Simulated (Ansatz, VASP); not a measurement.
**One calculation of Cu, two programs**

The input INCAR:

```
PREC     = Accurate       # precision mode
ENCUT    = 520            # plane-wave cutoff, eV
EDIFF    = 1E-6           # SCF threshold, eV
ISMEAR   = -1             # smearing method
SIGMA    = 0.05           # smearing width, eV
LREAL    = F              # projectors in reciprocal space
LASPH    = T              # aspherical terms in the spheres
NELM     = 80             # most SCF steps
ALGO     = Normal         # electronic algorithm
ISIF     = 2              # what is computed and relaxed
LWAVE    = F              # write WAVECAR
LCHARG   = F              # write CHGCAR
GGA      = PE             # functional
NBANDS   = 12             # bands
```

The input KPOINTS:

```
regular mesh
0
Gamma
  17 17 16
```

The input POSCAR:

```
Cu
1.0
    2.3556972622      0.0000000000      0.0000000000
   -1.1778486311      2.0400936727      0.0000000000
    0.0000000000      0.0000000000      2.2741441004
Cu
1
Direct
    0.0000000000      0.0000000000      0.0000000000
```

Input for Ansatz:

```yaml
crystal:
  lattice:
    - [2.3556972622, 0.0, 0.0]
    - [-1.1778486311, 2.0400936727, 0.0]
    - [0.0, 0.0, 2.2741441004]
  atoms:
    - { symbol: Cu, position: [0.0, 0.0, 0.0] }
kpoints:
  mp_grid: { grid: [17, 17, 16] }
  band_path:
    path:
      - [0.0, 0.0, 0.0]
      - [0.5, 0.0, 0.0]
      - [0.3333333333, 0.3333333333, 0.0]
      - [0.0, 0.0, 0.0]
      - [0.0, 0.0, 0.5]
      - [0.5, 0.0, 0.5]
      - [0.3333333333, 0.3333333333, 0.5]
      - [0.0, 0.0, 0.5]
      - [0.5, 0.0, 0.5]
    npoints: 8
scf:
  occupations: { method: fermi_dirac, width: 0.05 }
hamiltonian:
  xc: pbe
  pseudopotentials: { kind: paw }
output:
  forces: true
  stress: true
  eigenvalues: true
  populations: true
  dos: { projected: true, de: 0.2, e_range: [-14, 8] }
```

Change from the starting cell: volume scaled by 0.84, PAW files.

Alike in both runs: task single point; functional PBE; k mesh 17 × 17 × 16; occupations fermi-dirac, width 0.05 eV; no spin polarisation.

```csv
,VASP,Ansatz
version,VASP 6.6.1,Ansatz 0.2.0
potentials or method,"VASP PAW PBE potentials, release 64 (Cu)","PAW with Ansatz's default frozen-core files, scalar-relativistic"
plane-wave cutoff (eV),520,420
valence electrons in the cell,11,19
```

```tsv
	VASP	Ansatz	Ansatz less VASP
pressure (GPa)	32.2	31.7	-0.51
traceless stress, the component that is largest in VASP (GPa)	-0.27	0.02	+0.299
```

Both programs put the cell under a high pressure, so it lies far from rest at this level. VASP's potentials hold 11 valence electrons a cell and Ansatz's 19, so a difference there can come from the potentials and not from the codes.
